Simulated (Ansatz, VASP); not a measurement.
One calculation of BaZrO3, two programs

Contents of INCAR:

```
  PREC = Accurate
  ENCUT = 520
  EDIFF = 1E-6
  ISMEAR = 0
  SIGMA = 0.05
  LREAL = F
  LASPH = T
  NELM = 150
  ALGO = Normal
  ISIF = 2
  LWAVE = F
  LCHARG = T
  LMAXMIX = 4
  LDAU = T
  LDAUTYPE = 2
  LDAUL = -1 2 -1
  LDAUU = 0 4 0
  LDAUJ = 0 0 0
  LDAUPRINT = 1
  GGA = RE
  LELF = T
  LVHAR = T
  NBANDS = 28
```

File KPOINTS:

```
regular mesh
0
Gamma
  8 8 8
```

Contents of POSCAR:

```
BaZrO3
1.0
    4.2283851526      0.0000000000      0.0000000000
    0.0000000000      4.2283851526      0.0000000000
    0.0000000000      0.0000000000      4.2283851526
Ba Zr O
1 1 3
Direct
    0.0000000000      0.0000000000      0.0000000000
    0.5000000000      0.5000000000      0.5000000000
    0.0000000000      0.5000000000      0.5000000000
    0.5000000000      0.5000000000      0.0000000000
    0.5000000000      0.0000000000      0.5000000000
```

Input for Ansatz:

```yaml
crystal:
  lattice:
    - [4.2283851526, 0.0, 0.0]
    - [0.0, 4.2283851526, 0.0]
    - [0.0, 0.0, 4.2283851526]
  atoms:
    - { symbol: Ba, position: [0.0, 0.0, 0.0] }
    - { symbol: Zr, position: [0.5, 0.5, 0.5] }
    - { symbol: O, position: [0.0, 0.5, 0.5] }
    - { symbol: O, position: [0.5, 0.5, 0.0] }
    - { symbol: O, position: [0.5, 0.0, 0.5] }
basis:
  ecutwfc: 420
  ecutrho_ratio: 4
kpoints:
  mp_grid: { grid: [8, 8, 8] }
hamiltonian:
  xc: revpbe
  hubbard: { sites: [{ species: Zr, l: d, u_eff: 4.0 }], double_counting: fll }
scf:
  occupations: { method: gaussian, width: 0.05 }
output:
  forces: true
  stress: true
```

Alike in both runs: task single point; functional revPBE; k mesh 8 × 8 × 8; occupations gaussian, width 0.05 eV; no spin polarisation; Hubbard terms Zr d U = 4.0 eV.

|  | VASP | Ansatz |
| --- | --- | --- |
| version | VASP 6.6.1 | Ansatz 0.2.0 |
| potentials or method | VASP PAW PBE potentials, release 64 (Ba_sv, Zr_sv, O), cutoff 520 eV | scalar-relativistic, plane waves, PAW |
| valence electrons in the cell | 40 | 40 |

|  | VASP | Ansatz | Ansatz less VASP |
| --- | --- | --- | --- |
| pressure (GPa) | 7.1 | 4.3 | -2.82 |

VASP's potentials were made for PBE, not for revPBE. The programs project onto different local orbitals, so the same U acts differently, and such runs can settle in different states.

Neither program's run includes spin-orbit coupling.
